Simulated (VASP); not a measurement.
A run of VASP 6.6.1 is set up as follows.

The input INCAR:

```
SYSTEM = Pt
ALGO = Fast
EDIFF = 1E-6
ENCUT = 520
ISIF = 2
ISMEAR = 0
ISPIN = 2
LASPH = .TRUE.
LCHARG = .FALSE.
LMAXMIX = 4
LORBIT = 11
LREAL = .FALSE.
LWAVE = .FALSE.
MAGMOM = 0.45 0.45
NBANDS = 21
NELM = 150
NUPDOWN = 0.9
PREC = Accurate
SIGMA = 0.15
```

The input KPOINTS:

```
k-points
0
G
  21 21 10
  0 0 0
```

File POSCAR:

```
Pt
1.0
    2.7483013709      0.0000000000      0.0000000000
   -1.3741506854      2.3800988044      0.0000000000
    0.0000000000      0.0000000000      4.7455915265
Pt
2
Direct
    0.6666666667      0.3333333333      0.7500000000
    0.3333333333      0.6666666667      0.2500000000
```

Potentials or basis: VASP PAW LDA potentials, release 64 (Pt).

Run with:

```bash
$ cat potpaw_LDA.64/Pt/POTCAR > POTCAR
$ mpirun -np 1 vasp_std > vasp.out
```

(1) What does it give for the pressure?

## Answers

(1) -10.1 GPa.

Caveat: the total moment is fixed, so each spin has its own Fermi level.
